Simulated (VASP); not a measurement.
Wanted: the native input for a VASP 6.6.1 run.

```
Task                   : single point
Functional             : PBE
Potentials or basis    : VASP PAW PBE potentials, release 64 (Te, P)
Cutoff                 : 520 eV
k mesh                 : 6 × 6 × 6
Occupations            : gaussian, width 0.1 eV
Spin                   : no spin polarisation
Dipole correction      : no
Further INCAR settings : ALGO = Normal; EDIFF = 1e-06; NBANDS = 15
```

The structure of TeP2 lies in POSCAR:

```
TeP2
1.0
    0.0000000000      3.2676428859      3.2676428859
    3.2676428859      0.0000000000      3.2676428859
    3.2676428859      3.2676428859      0.0000000000
Te P
1 2
Direct
    0.0000000000      0.0000000000      0.0000000000
    0.2500000000      0.2500000000      0.2500000000
    0.7500000000      0.7500000000      0.7500000000
```

The input as run:

INCAR

```
PREC = Accurate
ENCUT = 520
EDIFF = 1E-6
ISMEAR = 0
SIGMA = 0.1
LREAL = False
LASPH = True
NELM = 80
ALGO = Normal
ISIF = 2
LWAVE = False
LCHARG = False
GGA = PE
NBANDS = 15
```

KPOINTS

```
regular mesh
0
Gamma
  6 6 6
```

Potentials or basis: VASP PAW PBE potentials, release 64 (Te, P).

The run is started by

```bash
$ cat potpaw_PBE.64/Te/POTCAR potpaw_PBE.64/P/POTCAR > POTCAR
$ mpirun -np 1 vasp_std > vasp.out
```

Results of the run:

The pressure is 0.2 GPa and the band gap on the k mesh is zero (band 8 reaches 7.64 eV, above the bottom of band 9 at 3.71 eV).

Caveat: spin-orbit coupling is left out, which moves the levels of the heavy elements.

Wall time 8.4 s on 1 thread of Intel(R) Xeon(R) 6975P-C (Granite Rapids), with other jobs on the host, peak memory 0.2 GiB.
